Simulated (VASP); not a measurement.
Write the native input for VASP 6.6.1 that does the following.

* Task: density of states
* Functional: LDA
* Potentials or basis: VASP PAW LDA potentials, release 64 (Sr_sv, As, Ru_pv)
* Cutoff: 520 eV
* k mesh: 12 × 12 × 12
* Occupations: gaussian, width 0.1 eV
* Spin: no spin polarisation
* Dipole correction: no
* k mesh for the DOS: 18 × 18 × 18
* Occupations for the DOS: tetrahedron
* Further INCAR settings: ALGO = Normal; EDIFF = 1e-07; NBANDS = 32

SrAs2Ru2 (lda):

```xyz
5
Lattice="-2.0711 2.0711 5.3783 2.0711 -2.0711 5.3783 2.0711 2.0711 -5.3783" Properties=species:S:1:pos:R:3 pbc="T T T"
Sr    0.0000    0.0000    0.0000
As    0.0000    0.0000    6.8640
As    0.0000    0.0000    3.8926
Ru    2.0711    0.0000    2.6891
Ru    0.0000    2.0711    2.6891
```

One way to write it, as run:

POSCAR

```
SrAs2Ru2
1.0
   -2.0711264202      2.0711264202      5.3782547958
    2.0711264202     -2.0711264202      5.3782547958
    2.0711264202      2.0711264202     -5.3782547958
Sr As Ru
1 2 2
Direct
    0.0000000000      0.0000000000      0.0000000000
    0.6381214076      0.6381214076      0.0000000000
    0.3618785924      0.3618785924      0.0000000000
    0.2500000000      0.7500000000      0.5000000000
    0.7500000000      0.2500000000      0.5000000000
```

INCAR.step1

```
SYSTEM = SrAs2Ru2
PREC = Accurate ; ENCUT = 520
EDIFF = 1E-7 ; ISMEAR = 0
SIGMA = 0.1 ; LREAL = .False.
LASPH = .True. ; NELM = 100
ALGO = Normal ; ISIF = 2
LWAVE = .False. ; LCHARG = .True.
LMAXMIX = 4 ; GGA = CA
NBANDS = 32
```

KPOINTS.step1

```
Automatic mesh
0
Gamma
  12 12 12
  0 0 0
```

INCAR.step2

```
SYSTEM = SrAs2Ru2
PREC = Accurate ; ENCUT = 520
EDIFF = 1E-7 ; ISMEAR = -5
SIGMA = 0.1 ; LREAL = .False.
LASPH = .True. ; NELM = 100
ALGO = Normal ; ISIF = 2
LWAVE = .False. ; LCHARG = .False.
LMAXMIX = 4 ; GGA = CA
LORBIT = 11 ; NBANDS = 32
NEDOS = 2001 ; ICHARG = 11
```

KPOINTS.step2

```
Automatic mesh
0
Gamma
  18 18 18
  0 0 0
```

Potentials or basis: VASP PAW LDA potentials, release 64 (Sr_sv, As, Ru_pv).

Launch:

```bash
$ cat potpaw_LDA.64/Sr_sv/POTCAR potpaw_LDA.64/As/POTCAR potpaw_LDA.64/Ru_pv/POTCAR > POTCAR
$ cp INCAR.step1 INCAR
$ cp KPOINTS.step1 KPOINTS
$ mpirun -np 1 vasp_std > vasp.out
$ cp INCAR.step2 INCAR
$ cp KPOINTS.step2 KPOINTS
$ mpirun -np 1 vasp_std > vasp.out
```

It gave:

```json
{
 "Valence electrons inside the program's atomic spheres": "Sr 8.05; As 2.89; Ru 12.84"
}
```

It took 31 min on 1 thread of AMD EPYC 9R45 96-Core Processor (Zen 5), on a shared host, peak memory 1.3 GiB.
